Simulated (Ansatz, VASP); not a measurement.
## One calculation of LiF, two programs

Contents of INCAR:

```
SYSTEM = LiF
PREC = Accurate ; ENCUT = 520
EDIFF = 1E-6 ; ISMEAR = 0
SIGMA = 0.05 ; LREAL = .FALSE.
LASPH = .TRUE. ; NELM = 100
ALGO = Normal ; ISIF = 2
LWAVE = .FALSE. ; LCHARG = .FALSE.
NBANDS = 12
```

KPOINTS

```
regular mesh
0
G
  10 10 10
  0 0 0
```

File POSCAR:

```
LiF
1.0
    2.4315563500      0.0000000000      0.0000000000
    0.0000000000      2.4315563500      0.0000000000
    0.0000000000      0.0000000000      2.6235213250
Li F
1 1
Direct
    0.0000000000      0.0000000000      0.0000000000
    0.5000000000      0.5000000000      0.5000000000
```

Input for Ansatz:

```yaml
crystal:
  lattice:
    - [2.43155635, 0.0, 0.0]
    - [0.0, 2.43155635, 0.0]
    - [0.0, 0.0, 2.623521325]
  atoms:
    - { symbol: Li, position: [0.0, 0.0, 0.0] }
    - { symbol: F, position: [0.5, 0.5, 0.5] }
basis:
  ecutwfc: 420
kpoints:
  mp_grid: { grid: [10, 10, 10] }
hamiltonian:
  xc: lda
scf:
  occupations: { method: gaussian, width: 0.05 }
output:
  forces: true
  stress: true
  eigenvalues: true
```

Change from the starting cell: strain -0.050 along x and y, +0.025 along z, atoms carried along.

Alike in both runs: task single point; functional LDA; k mesh 10 × 10 × 10; occupations gaussian, width 0.05 eV; no spin polarisation.

|  | VASP | Ansatz |
| --- | --- | --- |
| version | VASP 6.6.1 | Ansatz 0.2.0 |
| potentials or method | VASP PAW LDA potentials, release 64 (Li_sv, F), cutoff 520 eV | scalar-relativistic, plane waves, PAW |
| valence electrons in the cell | 10 | 10 |

```tsv
	VASP	Ansatz	Ansatz less VASP
gap on the k mesh at the Fermi level (eV)	7.67	7.67	+0.002
least direct gap on the mesh (eV)	8.35	8.34	-0.001
```

LDA's correlation is that of Perdew and Zunger in VASP and of Perdew and Wang (1992) in Ansatz.

Noted on VASP's run: the cutoff is short for stress, so the pressure is rough.
